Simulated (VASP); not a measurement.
TiB2:

```xyz
3
Lattice="2.9700 0.0000 0.0000 -1.4850 2.5721 0.0000 0.0000 0.0000 3.2670" Properties=species:S:1:pos:R:3 pbc="T T T"
Ti    0.0000    0.0000    0.0000
B     0.0000    1.7147    1.6335
B     1.4850    0.8574    1.6335
```

```yaml
Program: VASP 6.6.1
Task: relaxation of cell and atoms
Functional: LDA
Potentials_or_basis: VASP PAW LDA potentials, release 64 (Ti_sv, B)
Cutoff: 500 eV
k_mesh: 10 × 10 × 8
Occupations: methfessel-paxton, width 0.05 eV
Spin: no spin polarisation
```

At the start: pressure -2.4 GPa; volume 8.32 Å³/atom.

**Question.** Where does the relaxation end?

**Answer.** Over 5 steps the energy falls by 11.7 meV/atom and the volume is 8.20 Å³/atom (-1.5 %); space group P6/mmm (No. 191, to 0.05 Å).

The path:
| step | energy change (eV) | largest force (eV/Å) | pressure (GPa) | volume (Å³) |
| --- | --- | --- | --- | --- |
| 1 | 0.0000 | 0.0000 | -2.45 | 24.96 |
| 2 | -0.0346 | 0.0000 | 1.14 | 24.49 |
| 3 | -0.0348 | 0.0000 | 0.85 | 24.52 |
| 4 | -0.0348 | 0.0000 | -0.87 | 24.67 |
| 5 | -0.0350 | 0.0000 | 0.00 | 24.59 |

Final structure:
```
CELL_PARAMETERS angstrom
2.99370 0.00000 0.00000
-1.49685 2.59262 0.00000
0.00000 0.00000 3.16852
ATOMIC_POSITIONS crystal
Ti 0.00000 0.00000 0.00000
B 0.33333 0.66667 0.50000
B 0.66667 0.33333 0.50000
```
